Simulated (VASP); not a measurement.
Here is a VASP 6.6.1 calculation.

INCAR

```
SYSTEM = SiC
PREC     = Accurate       ! precision mode
ENCUT    = 600            ! plane-wave cutoff, eV
EDIFF    = 1E-6           ! SCF threshold, eV
ISMEAR   = 0              ! smearing method
SIGMA    = 0.01           ! smearing width, eV
LREAL    = .False.        ! projectors in reciprocal space
LASPH    = .True.         ! aspherical terms in the spheres
NELM     = 120            ! most SCF steps
ALGO     = Normal         ! electronic algorithm
ISIF     = 2              ! what is computed and relaxed
LWAVE    = .False.        ! write WAVECAR
LCHARG   = .True.         ! write CHGCAR
GGA      = PE             ! functional
LELF     = .True.         ! ELF
LVHAR    = .True.       
NBANDS   = 11             ! bands
GGA_COMPAT= .False.
```

File KPOINTS:

```
Automatic mesh
0
Gamma
  4 4 4
  0 0 0
```

File POSCAR:

```
SiC
1.0
    0.0000000000      2.2356225527      2.2356225527
    2.2356225527      0.0000000000      2.2356225527
    2.2356225527      2.2356225527      0.0000000000
Si C
1 1
Direct
    0.0000000000      0.0000000000      0.0000000000
    0.2500000000      0.2500000000      0.2500000000
```

Potentials or basis: VASP PAW PBE potentials, release 64 (Si, C).

Launch:

```sh
$ cat potpaw_PBE.64/Si/POTCAR potpaw_PBE.64/C/POTCAR > POTCAR
$ mpirun -np 1 vasp_std > vasp.out
```

Q: Predict the pressure.

A: -11.5 GPa.

Q: Predict the band gap on the k mesh.

A: 1.38 eV, indirect (least direct gap 4.43 eV).

Caveat: the k points lie up to 0.61 Å⁻¹ apart. A k mesh can miss the band edges.
